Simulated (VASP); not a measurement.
## TiSi16 (a cell with a defect): single point with PBE

The system is TiSi16 (a cell with a defect).

```xyz
17
Lattice="0.0000 5.4300 5.4300 5.4300 0.0000 5.4300 5.4300 5.4300 0.0000" Properties=species:S:1:pos:R:3 pbc="T T T"
Si    0.0440    0.0598   -0.0084
Si    1.4431    1.4580    1.3269
Si    2.8024    2.7515    0.0364
Si    4.0971    4.0688    1.3538
Si    2.7751    0.0364    2.7513
Si    4.0783    1.4138    4.1287
Si    5.4740    2.7066    2.7748
Si    6.8731    4.0420    4.1729
Si    0.0456    2.7940    2.7283
Si    1.4089    4.1030    4.1146
Si    2.7378    5.4662    2.7511
Si    4.0967    6.8632    4.1482
Si    2.7308    2.7521    5.4670
Si    4.0807    4.0894    6.8043
Si    5.4756    5.4434    5.5090
Si    6.8389    6.8296    6.8179
Ti    5.4963    5.4656    2.7505
```

```json
{
 "Program": "VASP 6.6.1",
 "Task": "single point",
 "Functional": "PBE",
 "Potentials or basis": "VASP PAW PBE potentials, release 64 (Si, Ti_sv)",
 "Cutoff": "520 eV",
 "k mesh": "2 × 2 × 2",
 "Occupations": "gaussian, width 0.02 eV",
 "Spin": "no spin polarisation"
}
```

```
Pressure               : 4.0 GPa
Largest force          : 0.014 eV/Å
Band gap on the k mesh : zero (bands 38 and 39 overlap by 0.40 eV)
```

Forces on the atoms (eV/Å):
```
Si   0.002 -0.001 -0.002
Si   0.001  0.004 -0.002
Si   0.001 -0.002 -0.002
Si  -0.002 -0.004 -0.004
Si   0.000 -0.001 -0.001
Si   0.002  0.002  0.002
Si   0.002 -0.002 -0.001
Si   0.001 -0.002  0.004
Si   0.001 -0.003  0.002
Si   0.000  0.001 -0.002
Si   0.002  0.001  0.001
Si  -0.003  0.003  0.003
Si   0.001  0.000  0.000
Si   0.003  0.000  0.000
Si   0.001  0.002 -0.003
Si   0.000 -0.002  0.001
Ti  -0.012  0.005  0.005
```

Stress tensor (GPa, compression positive):
```
 4.14  0.01  0.01
 0.01  3.95 -0.12
 0.01 -0.12  3.95
```

Levels at points of the mesh, in eV from the Fermi level:
```
           k point  band 35  band 36  band 37  band 38  band 39  band 40  band 41  band 42
(0.00, 0.00, 0.00)    -0.97    -0.97    -0.42    -0.39    -0.35    -0.11    -0.05     0.27
(0.50, 0.00, 0.00)    -1.35    -1.35    -0.27    -0.01     0.08     0.46     0.48     0.85
(0.00, 0.50, 0.00)    -1.36    -1.34    -0.25     0.05     0.07     0.45     0.46     0.80
(0.50, 0.50, 0.50)    -1.35    -1.35    -0.27     0.00     0.08     0.45     0.48     0.85
(0.50, 0.50, 0.00)    -1.99    -1.85    -0.68    -0.02     0.58     0.59     1.12     1.36
(0.00, 0.50, 0.50)    -1.98    -1.87    -0.69    -0.02     0.57     0.63     1.11     1.34
```

Run time: 7.2 min on 1 thread of AMD EPYC 7R13, on a shared host, peak memory 0.46 GiB.

Caveat: the k points lie up to 0.50 Å⁻¹ apart.
